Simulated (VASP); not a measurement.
Input of a VASP 6.6.1 run:

File INCAR:

```
PREC = Accurate
ENCUT = 520
EDIFF = 1E-6
ISMEAR = -1
SIGMA = 0.06122561905347299
LREAL = F
LASPH = T
NELM = 60
ALGO = Normal
ISIF = 2
LWAVE = F
LCHARG = F
GGA = PE
NBANDS = 12
```

File KPOINTS:

```
regular mesh
0
Gamma
  23 23 23
```

Contents of POSCAR:

```
Ag
1.0
    0.0000000000      2.0738757445      2.0738757445
    2.0738757445      0.0000000000      2.0738757445
    2.0738757445      2.0738757445      0.0000000000
Ag
1
Direct
    0.0000000000      0.0000000000      0.0000000000
```

Potentials or basis: VASP PAW PBE potentials, release 64 (Ag).

Run with:

```bash
$ cat potpaw_PBE.64/Ag/POTCAR > POTCAR
$ mpirun -np 1 vasp_std > vasp.out
```

(1) What does it give for the pressure?

Results:

(1) -0.1 GPa.
